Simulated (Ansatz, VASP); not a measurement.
# Two plane-wave programs on KH5

```
CELL_PARAMETERS angstrom
3.63313 0.00000 0.00000
-1.81656 3.14638 0.00000
0.00000 0.00000 6.02186
ATOMIC_POSITIONS crystal
K 0.33333 0.66667 0.99065
H 0.33333 0.66667 0.30573
H 0.13045 0.86955 0.70476
H 0.13045 0.26091 0.70476
H 0.73909 0.86955 0.70476
H 0.00000 0.00000 0.89784
```

Alike in both runs: task single point; functional PBE; k mesh 6 × 6 × 4; occupations gaussian, width 0.1 eV; no spin polarisation.

|  | VASP | Ansatz |
| --- | --- | --- |
| version | VASP 6.6.1 | Ansatz 0.2.0 |
| potentials or method | VASP PAW PBE potentials, release 64 (K_sv, H), cutoff 520 eV | scalar-relativistic, plane waves, PAW |
| valence electrons in the cell | 14 | 14 |

```tsv
	VASP	Ansatz	Ansatz less VASP
gap on the k mesh at the Fermi level (eV)	none	none	-
pressure (GPa)	7.4	7.4	-0.07
traceless stress, the component that is largest in VASP (GPa)	12.69	12.66	-0.030
rms of the force components (eV/Å)	0.794	0.787	-0.0070
```

Atom by atom the forces differ by 0.009 eV/Å (rms over components). A gap of «none» marks a metal or a gap that the smearing closes.
